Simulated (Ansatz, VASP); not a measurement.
Two plane-wave programs on Ir2Ru

```
Ru Ir
1.0
     2.76220    0.00000    0.00000
    -1.38110    2.39213    0.00000
     0.00000    0.00000   13.00682
Ru Ir
2 4
Cartesian
  1.3811 0.7974 11.9659
  0.0000 1.5948 1.0409
  1.3811 0.7974 3.1853
  1.3811 0.7974 7.6063
  0.0000 1.5948 9.8215
  0.0000 1.5948 5.4006
```

Alike in both runs: functional PBE; k mesh 6 × 6 × 2; occupations gaussian, width 0.1 eV; no spin polarisation.

Ansatz relaxed the structure, and its values are those at the end. VASP's run is a single point on that final structure, the one shown.

```csv
,VASP,Ansatz
version,VASP 6.6.1,Ansatz 0.2.0
potentials or method,"VASP PAW PBE potentials, release 64 (Ru_pv, Ir), cutoff 520 eV","scalar-relativistic, plane waves, PAW"
valence electrons in the cell,64,100
```

|  | VASP | Ansatz | Ansatz less VASP |
| --- | --- | --- | --- |
| gap on the k mesh at the Fermi level (eV) | none | none | - |
| pressure (GPa) | 0.3 | 0.0 | -0.31 |
| rms of the force components (eV/Å) | 0.009 | 0.003 | -0.0056 |

A gap of «none» marks a metal or a gap that the smearing closes. With one functional, cell and mesh, what is left measures potentials, basis and numerics. VASP's potentials hold 64 valence electrons a cell and Ansatz's 100, so a difference there can come from the potentials and not from the codes.

The k mesh is coarse, so the values compare programs but aren't converged. Neither program's run includes spin-orbit coupling.
